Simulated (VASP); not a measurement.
Input of a VASP 6.6.1 run:

The input POSCAR:

```
TlCl
1.0
    3.8388256296      0.0000000000      0.0000000000
    0.0000000000      3.8388256296      0.0000000000
    0.0000000000      0.0000000000      3.8388256296
Tl Cl
1 1
Direct
    0.0000000000      0.0000000000      0.0000000000
    0.5000000000      0.5000000000      0.5000000000
```

The input INCAR.step1:

```
ALGO = Normal
EDIFF = 1E-5
ENCUT = 400
GGA = PE
GGA_COMPAT = False
ISIF = 2
ISMEAR = 0
LASPH = True
LCHARG = False
LREAL = False
LWAVE = True
NBANDS = 17
NELM = 120
PREC = Accurate
SIGMA = 0.01
```

The input INCAR.step2:

```
ALGO = Normal
EDIFF = 1E-6
ENCUT = 400
GGA = PE
GGA_COMPAT = False
HFSCREEN = 0.2079
ISIF = 2
ISMEAR = 0
ISTART = 1
LASPH = True
LCHARG = False
LHFCALC = True
LREAL = False
LWAVE = False
NBANDS = 17
NELM = 120
PREC = Accurate
PRECFOCK = Normal
SIGMA = 0.01
```

Contents of KPOINTS:

```
k-points
0
Gamma
  4 4 4
```

Potentials or basis: VASP PAW PBE potentials, release 64 (Tl_d, Cl).

The run is started by

```console
$ cat potpaw_PBE.64/Tl_d/POTCAR potpaw_PBE.64/Cl/POTCAR > POTCAR
$ cp INCAR.step1 INCAR
$ mpirun -np 1 vasp_std > vasp.out
$ cp INCAR.step2 INCAR
$ mpirun -np 1 vasp_std > vasp.out
```

Problem. Estimate the pressure.

Solution. 0.8 GPa.

Problem. Predict the band gap on the k mesh.

Solution. 2.85 eV.

Caveat: the PAW data sets were made with another functional, which shifts forces and pressure a little; spin-orbit coupling is left out, which moves the levels of the heavy elements. A k mesh can miss the band edges.
